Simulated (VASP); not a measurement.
Set up this calculation in VASP 6.6.1, as the native input.

| Quantity | Value |
| --- | --- |
| Task | single point |
| Functional | BLYP |
| Potentials or basis | VASP PAW PBE potentials, release 64 (Zn) |
| Cutoff | 520 eV |
| k mesh | 12 × 12 × 12 |
| Occupations | fermi-dirac, width 0.1 eV |
| Spin | no spin polarisation |
| Dipole correction | no |
| Further INCAR settings | ALGO = Normal; EDIFF = 1e-06; NBANDS = 12 |

The structure of Zn lies in POSCAR:

```
Zn
1.0
    2.7275890583      0.0000000000      0.0000000000
    0.0000000000      2.7275890583      0.0000000000
    0.0000000000      0.0000000000      2.7275890583
Zn
1
Direct
    0.0000000000      0.0000000000      0.0000000000
```

One way to write it, as run:

INCAR

```
PREC     = Accurate       # precision mode
ENCUT    = 520            # plane-wave cutoff, eV
EDIFF    = 1E-6           # SCF threshold, eV
ISMEAR   = -1             # smearing method
SIGMA    = 0.1            # smearing width, eV
LREAL    = False          # projectors in reciprocal space
LASPH    = True           # aspherical terms in the spheres
NELM     = 60             # most SCF steps
ALGO     = Normal         # electronic algorithm
ISIF     = 2              # what is computed and relaxed
LWAVE    = False          # write WAVECAR
LCHARG   = False          # write CHGCAR
GGA      = B5             # functional
ALDAX    = 1.0          
AGGAX    = 1.0          
AGGAC    = 1.0          
ALDAC    = 0.0          
NBANDS   = 12             # bands
```

KPOINTS

```
regular mesh
0
Gamma
  12 12 12
```

Potentials or basis: VASP PAW PBE potentials, release 64 (Zn).

Launch:

```console
$ cat potpaw_PBE.64/Zn/POTCAR > POTCAR
$ mpirun -np 1 vasp_std > vasp.out
```

It gave:

| Quantity | Value |
| --- | --- |
| Pressure | 0.1 GPa |
| Band gap on the k mesh | zero (band 6 reaches 6.60 eV, above the bottom of band 7 at -0.54 eV) |

Caveat: the PAW data sets were made with another functional, which shifts forces and pressure a little.

Run time: 10 s on 1 thread of Intel(R) Xeon(R) Platinum 8488C (Sapphire Rapids), with other jobs on the host, peak memory 0.11 GiB.
